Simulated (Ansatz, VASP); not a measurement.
# Two plane-wave programs on ZrO

```
Zr O
1.0
     3.17243    0.00000    0.00000
     0.00000    3.17243    0.00000
     0.00000    0.00000    6.04275
Zr O
2 2
Direct
  0.50000 0.50000 0.25000
  0.50000 0.50000 0.75000
  0.00000 0.50000 0.00000
  0.50000 0.00000 0.50000
```

Change from the starting cell: ordered vacancies on the cation sites of antifluorite (P4_2/mmc, No. 131).

Alike in both runs: functional PBE; k mesh 12 × 12 × 10; occupations gaussian, width 0.1 eV; no spin polarisation.

Ansatz relaxed the structure, and its values are those at the end. VASP's run is a single point on that final structure, the one shown.

|  | VASP | Ansatz |
| --- | --- | --- |
| version | VASP 6.6.1 | Ansatz 0.2.0 |
| potentials or method | VASP PAW PBE potentials, release 64 (Zr_sv, O), cutoff 520 eV | scalar-relativistic, plane waves, PAW |
| valence electrons in the cell | 36 | 36 |

|  | VASP | Ansatz | Ansatz less VASP |
| --- | --- | --- | --- |
| gap on the k mesh at the Fermi level (eV) | none | none | - |
| pressure (GPa) | 0.2 | 0.0 | -0.18 |

A gap of «none» marks a metal or a gap that the smearing closes. The functional is the same, so the differences come from potentials, cutoffs and numerics.
